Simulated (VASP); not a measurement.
Wanted: the native input for a VASP 6.6.1 run.

- Task: relaxation of cell and atoms
- Functional: PBE
- Potentials or basis: VASP PAW PBE potentials, release 64 (In_d)
- Cutoff: 600 eV
- k mesh: 15 × 15 × 15
- Occupations: fermi-dirac, width 0.05 eV
- Spin: no spin polarisation
- Dipole correction: no
- Further INCAR settings: ALGO = Normal; EDIFF = 1e-06; IBRION = 2; EDIFFG = -0.005; NSW = 45; ISIF = 3

The structure of In lies in POSCAR:

```
In
1.0
   -1.9073171027      1.9073171027      1.9073171027
    1.9073171027     -1.9073171027      1.9073171027
    1.9073171027      1.9073171027     -1.9073171027
In
1
Direct
    0.0000000000      0.0000000000      0.0000000000
```

One way to write it, as run:

INCAR

```
SYSTEM = In
ALGO = Normal ; EDIFF = 1E-6
EDIFFG = -0.005 ; ENCUT = 600
GGA = PE ; IBRION = 2
ISIF = 3 ; ISMEAR = -1
LASPH = .True. ; LCHARG = .False.
LREAL = .False. ; LWAVE = .False.
NELM = 80 ; NSW = 45
PREC = Accurate ; SIGMA = 0.05
```

KPOINTS

```
k-points
0
Gamma
  15 15 15
  0 0 0
```

Potentials or basis: VASP PAW PBE potentials, release 64 (In_d).

Launch:

```sh
$ cat potpaw_PBE.64/In_d/POTCAR > POTCAR
$ mpirun -np 1 vasp_std > vasp.out
```

Results of the run:

| Quantity | Value |
| --- | --- |
| Pressure after relaxing | 0.0 GPa |

Caveat: the relaxation stopped at its first step, so nothing moved.

Run time: 13 s on 1 thread of Intel(R) Xeon(R) 6975P-C (Granite Rapids), on a shared host, peak memory 0.18 GiB.
